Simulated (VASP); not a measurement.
A run of VASP 6.6.1:

Contents of POSCAR:

```
Ti
1.0
    0.0000000000      3.0990998734      3.0990998734
    3.0990998734      0.0000000000      3.0990998734
    3.0990998734      3.0990998734      0.0000000000
Ti
2
Direct
    0.1250000000      0.1250000000      0.1250000000
    0.8750000000      0.8750000000      0.8750000000
```

INCAR.step1

```
PREC = Accurate
ENCUT = 520
ISMEAR = -1
SIGMA = 0.05
LREAL = False
LASPH = True
NELM = 150
ISPIN = 2
MAGMOM = 1.946 1.946
LMAXMIX = 4
NBANDS = 23
GGA = PE
ALGO = Normal
EDIFF = 1E-4
LWAVE = True
LCHARG = False
```

INCAR.step2

```
PREC = Accurate
ENCUT = 520
EDIFF = 1E-6
ISMEAR = -1
SIGMA = 0.05
LREAL = False
LASPH = True
NELM = 150
ALGO = Normal
ISIF = 2
LWAVE = False
LCHARG = False
ISPIN = 2
MAGMOM = 1.946 1.946
LORBIT = 11
LMAXMIX = 4
METAGGA = R2SCAN
LMIXTAU = True
NBANDS = 23
ISTART = 1
```

Contents of KPOINTS:

```
Automatic mesh
0
Gamma
  15 15 15
```

Potentials or basis: VASP PAW PBE potentials, release 64 (Ti_sv).

The run is started by

```bash
$ cat potpaw_PBE.64/Ti_sv/POTCAR > POTCAR
$ cp INCAR.step1 INCAR
$ mpirun -np 1 vasp_std > vasp.out
$ cp INCAR.step2 INCAR
$ mpirun -np 1 vasp_std > vasp.out
```

Hardware: 1 thread of Intel(R) Xeon(R) Platinum 8488C (Sapphire Rapids), with other jobs on the host.

Problem. How long does it take, and how much memory?

Solution. Run time: 17 min on 1 thread of Intel(R) Xeon(R) Platinum 8488C (Sapphire Rapids), with other jobs on the host, peak memory 0.41 GiB. Counts: k points 120.
